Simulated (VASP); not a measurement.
**CdS (Hawleyite): single point with PBE**

Crystal: CdS (Hawleyite).

```
CELL_PARAMETERS angstrom
0.00000 3.05886 3.05886
3.05886 0.00000 3.05886
3.05886 3.05886 0.00000
ATOMIC_POSITIONS crystal
Cd 0.00000 0.00000 0.00000
S 0.25000 0.25000 0.25000
```

This cell differs from its parent crystal: volume scaled by 1.10.

```json
{
 "Program": "VASP 6.6.1",
 "Task": "single point",
 "Functional": "PBE",
 "Potentials or basis": "VASP PAW PBE potentials, release 64 (Cd, S)",
 "Cutoff": "520 eV",
 "k mesh": "8 × 8 × 8",
 "Occupations": "gaussian, width 0.02 eV",
 "Spin": "no spin polarisation"
}
```

```yaml
Pressure: -3.9 GPa
Band_gap_on_the_k_mesh: 0.83 eV, direct
```

Levels at points of the mesh, in eV from the valence-band top:
```
           k point  band 7  band 8  band 9  band 10  band 11  band 12
(0.00, 0.00, 0.00)    0.00    0.00    0.00     0.83     6.52     6.52
(0.50, 0.00, 0.00)   -3.62   -0.57   -0.57     2.76     6.96     6.96
(0.50, 0.50, 0.00)   -3.37   -1.43   -1.43     3.76     4.09     8.68
```

Wall time 20 s on 1 thread of Intel(R) Xeon(R) Platinum 8259CL CPU @ 2.50GHz (Skylake/Cascade Lake) (shared host), peak memory 0.18 GiB.
